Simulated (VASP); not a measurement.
Here is a VASP 6.6.1 calculation.

File INCAR:

```
SYSTEM = Li
PREC     = Accurate       ! precision mode
ENCUT    = 600            ! plane-wave cutoff, eV
EDIFF    = 1E-6           ! SCF threshold, eV
ISMEAR   = 0              ! smearing method
SIGMA    = 0.1            ! smearing width, eV
LREAL    = .FALSE.        ! projectors in reciprocal space
LASPH    = .TRUE.         ! aspherical terms in the spheres
NELM     = 100            ! most SCF steps
ALGO     = Fast           ! electronic algorithm
ISIF     = 3              ! what is computed and relaxed
LWAVE    = .FALSE.        ! write WAVECAR
LCHARG   = .FALSE.        ! write CHGCAR
GGA      = PE             ! functional
IVDW     = 12             ! dispersion correction
IBRION   = 2              ! ionic algorithm
NSW      = 80             ! ionic steps
EDIFFG   = -0.015         ! ionic threshold
```

Contents of KPOINTS:

```
regular mesh
0
G
  12 12 12
  0 0 0
```

File POSCAR:

```
Li
1.0
    0.0000000000      2.0884826778     -2.0884826778
    4.1769653556      0.0000000000      0.0000000000
   -2.0884826778     -4.1769653556     -2.0884826778
Li
3
Direct
    0.3333333333      0.3333333333      0.6666666667
    0.6666666667      0.6666666667      0.3333333333
    0.0000000000      0.0000000000      0.0000000000
```

Potentials or basis: VASP PAW PBE potentials, release 64 (Li_sv).

The run is started by

```sh
$ cat potpaw_PBE.64/Li_sv/POTCAR > POTCAR
$ mpirun -np 1 vasp_std > vasp.out
```

(1) Estimate the relaxed volume.

(2) What does it give for the dispersion energy per atom?

(3) Estimate the space group after relaxing (to 0.05 Å).

(4) Estimate the relaxed cell.

Results:

(1) 18.04 Å³/atom.

(2) -0.190 eV.

(3) Immm (No. 71).

(4) a = 2.972 Å, b = 4.139 Å, c = 5.084 Å, α = 114.02°, β = 107.00°, γ = 90.00°.

Caveat: the cutoff is under 1.25 times the usual one of these potentials, so pressure, stress and relaxed cells hold a basis-set (Pulay) error; pairwise dispersion overbinds metals, which lowers pressure and volume.
